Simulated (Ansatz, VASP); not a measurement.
Two plane-wave programs on TiC

```
Ti C
1.0
     3.06377    0.00000    0.00000
     0.00000    3.06377    0.00000
     0.00000    0.00000   19.33282
Ti C
3 3
Direct
  0.50000 0.50000 0.39193
  0.00000 0.00000 0.50000
  0.50000 0.50000 0.60807
  0.00000 0.00000 0.38673
  0.50000 0.50000 0.50000
  0.00000 0.00000 0.61327
```

Alike in both runs: functional PBE; k mesh 11 × 11 × 1; occupations gaussian, width 0.1 eV; no spin polarisation.

Ansatz relaxed the structure, and its values are those at the end. VASP's run is a single point on that final structure, the one shown.

```csv
,VASP,Ansatz
version,VASP 6.6.1,Ansatz 0.2.0
potentials or method,"VASP PAW PBE potentials, release 64 (Ti_sv, C), cutoff 520 eV","scalar-relativistic, plane waves, PAW"
valence electrons in the cell,48,48
```

```tsv
	VASP	Ansatz	Ansatz less VASP
gap on the k mesh at the Fermi level (eV)	none	none	-
rms of the force components (eV/Å)	0.001	0.005	+0.0040
```

A gap of «none» marks a metal or a gap that the smearing closes. Ansatz's warnings: xc potential rough in thin density.
